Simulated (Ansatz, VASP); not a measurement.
## TiO2: VASP beside Ansatz

```
CELL_PARAMETERS angstrom
-1.88890 1.88890 4.79172
1.88890 -1.88890 4.79172
1.88890 1.88890 -4.79172
ATOMIC_POSITIONS crystal
Ti 0.75000 0.25000 0.50000
Ti 0.00000 0.00000 0.00000
O 0.54271 0.04271 0.50000
O 0.79271 0.79271 0.00000
O 0.20729 0.20729 0.00000
O 0.95729 0.45729 0.50000
```

Alike in both runs: task single point; functional r2SCAN; k mesh 8 × 8 × 8; no spin polarisation.

|  | VASP | Ansatz |
| --- | --- | --- |
| version | VASP 6.6.1 | Ansatz 0.2.0 |
| potentials or method | VASP PAW PBE potentials, release 64 (Ti_sv, O) | plane waves, PAW |
| plane-wave cutoff (eV) | 520 | 500 |
| occupations | gaussian, width 0.01 eV | fixed |
| valence electrons in the cell | 48 | 48 |

|  | VASP | Ansatz | Ansatz less VASP |
| --- | --- | --- | --- |
| gap on the k mesh at the Fermi level (eV) | 2.59 | 2.57 | -0.021 |
| pressure (GPa) | 1.2 | 0.0 | -1.22 |
| traceless stress, the component that is largest in VASP (GPa) | -0.14 | -0.02 | +0.127 |
| rms of the force components (eV/Å) | 0.012 | 0.001 | -0.0115 |

VASP's potentials were made for PBE, not for r2SCAN. Atom by atom the forces differ by 0.013 eV/Å (rms over components).
